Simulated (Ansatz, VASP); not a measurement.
**BN: VASP beside Ansatz**

INCAR

```
PREC = Accurate
ENCUT = 520
EDIFF = 1E-6
ISMEAR = 0
SIGMA = 0.01
LREAL = False
LASPH = True
NELM = 100
ALGO = Normal
ISIF = 2
LWAVE = False
LCHARG = True
GGA = CA
LELF = True
LVHAR = True
NBANDS = 11
```

The input KPOINTS:

```
regular mesh
0
Gamma
  12 12 12
```

POSCAR

```
BN
1.0
    0.0000000000      3.2928550384      2.1632762179
    1.2509583998      0.0000000000      2.1632762179
    1.2509583998      3.2928550384      0.0000000000
B N
1 1
Direct
    0.0001138443      0.0001138443      0.9998861557
    0.6665861457      0.6665861457      0.3334138543
```

Input for Ansatz:

```yaml
crystal:
  lattice:
    - [0.0, 3.2928550384, 2.1632762179]
    - [1.2509583998, 0.0, 2.1632762179]
    - [1.2509583998, 3.2928550384, 0.0]
  atoms:
    - { symbol: B, position: [0.0001138443, 0.0001138443, 0.9998861557] }
    - { symbol: "N", position: [0.6665861457, 0.6665861457, 0.3334138543] }
kpoints:
  mp_grid: { grid: [12, 12, 12] }
  band_path:
    path:
      - [0.0, 0.0, 0.0]
      - [0.5, 0.0, 0.5]
      - [1.0, 0.5, 0.5]
      - [0.5, 0.5, 0.0]
      - [0.0, 0.3696802989, 0.3696802989]
      - [1.0, 0.6303197011, 0.6303197011]
      - [0.5, 0.2975179743, 0.7975179743]
      - [0.5, 0.7024820257, 0.2024820257]
      - [0.5, 0.5, 0.5]
      - [0.5, 0.364583, -0.135417]
      - [0.0, 0.332712269, 0.332712269]
    npoints: 1
hamiltonian:
  xc: lda
scf:
  occupations: { method: fixed }
  n_extra_bands: 4
output:
  forces: true
  stress: true
  eigenvalues: true
  write_density: true
  write_potential: true
  elf: true
  volumetric_format: npy
```

Alike in both runs: task single point; functional LDA; k mesh 12 × 12 × 12; no spin polarisation.

```csv
,VASP,Ansatz
version,VASP 6.6.1,Ansatz 0.2.0
potentials or method,"VASP PAW LDA potentials, release 64 (B, N)","plane waves, PAW"
plane-wave cutoff (eV),520,420
occupations,"gaussian, width 0.01 eV",fixed
valence electrons in the cell,8,8
```

|  | VASP | Ansatz | Ansatz less VASP |
| --- | --- | --- | --- |
| gap on the k mesh at the Fermi level (eV) | 3.38 | 3.40 | +0.017 |
| pressure (GPa) | -3.0 | -3.5 | -0.45 |
| traceless stress, the component that is largest in VASP (GPa) | 2.73 | 3.33 | +0.602 |

LDA's correlation is that of Perdew and Zunger in VASP and of Perdew and Wang (1992) in Ansatz.
